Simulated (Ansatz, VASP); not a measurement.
# SrTiO3 in VASP and in Ansatz

The input POSCAR:

```
SrTiO3
1.0
    3.8673856580      0.0000000000      0.0000000000
    0.0000000000      3.8673856580      0.0000000000
    0.0000000000      0.0000000000      3.8673856580
Sr Ti O
1 1 3
Direct
    0.0000000000      0.0000000000      0.0000000000
    0.5000000000      0.5000000000      0.5000000000
    0.5000000000      0.0000000000      0.5000000000
    0.5000000000      0.5000000000      0.0000000000
    0.0000000000      0.5000000000      0.5000000000
```

Contents of INCAR.step1:

```
PREC = Accurate
ENCUT = 520
ISMEAR = 0
SIGMA = 0.01
LREAL = False
LASPH = True
NELM = 60
NBANDS = 28
GGA = PE
ALGO = Normal
EDIFF = 1E-4
LWAVE = True
LCHARG = False
```

Contents of INCAR.step2:

```
PREC = Accurate
ENCUT = 520
EDIFF = 1E-7
ISMEAR = 0
SIGMA = 0.01
LREAL = False
LASPH = True
NELM = 60
ALGO = Normal
ISIF = 2
LWAVE = False
LCHARG = False
METAGGA = R2SCAN
LMIXTAU = True
NBANDS = 28
ISTART = 1
```

File KPOINTS:

```
Automatic mesh
0
Gamma
  6 6 6
```

Input for Ansatz:

```yaml
crystal:
  lattice:
    - [3.867385658, 0.0, 0.0]
    - [0.0, 3.867385658, 0.0]
    - [0.0, 0.0, 3.867385658]
  atoms:
    - { symbol: Sr, position: [0.0, 0.0, 0.0] }
    - { symbol: Ti, position: [0.5, 0.5, 0.5] }
    - { symbol: O, position: [0.5, 0.0, 0.5] }
    - { symbol: O, position: [0.5, 0.5, 0.0] }
    - { symbol: O, position: [0.0, 0.5, 0.5] }
kpoints:
  mp_grid: { grid: [6, 6, 6] }
hamiltonian:
  xc: r2scan
scf:
  occupations: { method: fixed }
  n_extra_bands: 5
output:
  forces: true
  stress: true
  eigenvalues: true
```

Alike in both runs: task single point; functional r2SCAN; k mesh 6 × 6 × 6; no spin polarisation.

|  | VASP | Ansatz |
| --- | --- | --- |
| version | VASP 6.6.1 | Ansatz 0.2.0 |
| potentials or method | VASP PAW PBE potentials, release 64 (Sr_sv, Ti_sv, O) | plane waves, PAW |
| plane-wave cutoff (eV) | 520 | 500 |
| occupations | gaussian, width 0.01 eV | fixed |
| valence electrons in the cell | 40 | 40 |

```tsv
	VASP	Ansatz	Ansatz less VASP
gap on the k mesh at the Fermi level (eV)	2.34	2.33	-0.010
pressure (GPa)	7.2	6.2	-1.02
```

VASP's potentials were made for PBE, not for r2SCAN.
